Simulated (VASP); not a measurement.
Input of a VASP 6.6.1 run:

Contents of INCAR:

```
ALGO = Normal
EDIFF = 1E-8
ENCUT = 520
GGA = CA
IBRION = 8
ISIF = 2
ISMEAR = -1
LASPH = True
LCHARG = True
LREAL = False
LWAVE = False
NELM = 60
NSW = 1
PREC = Accurate
SIGMA = 0.15
```

KPOINTS

```
k-points
0
Gamma
  12 12 8
```

POSCAR

```
Sc
1.0
    3.2252108423      0.0000000028      0.0000000000
   -1.6126054236      2.7931145205      0.0000000000
    0.0000000000      0.0000000000      5.0312470969
Sc
2
Direct
    0.3333333333      0.6666666667      0.2500000000
    0.6666666667      0.3333333333      0.7500000000
```

Potentials or basis: VASP PAW LDA potentials, release 64 (Sc_sv).

Run with:

```console
$ cat potpaw_LDA.64/Sc_sv/POTCAR > POTCAR
$ mpirun -np 1 vasp_std > vasp.out
```

Question: Estimate the highest phonon frequency at Γ.

Answer: 228 cm⁻¹.

Phonon frequencies in cm⁻¹ (negative: imaginary):
| q point | frequencies |
| --- | --- |
| (0.000, 0.000, 0.000) | 0 0 0 135 135 228 |
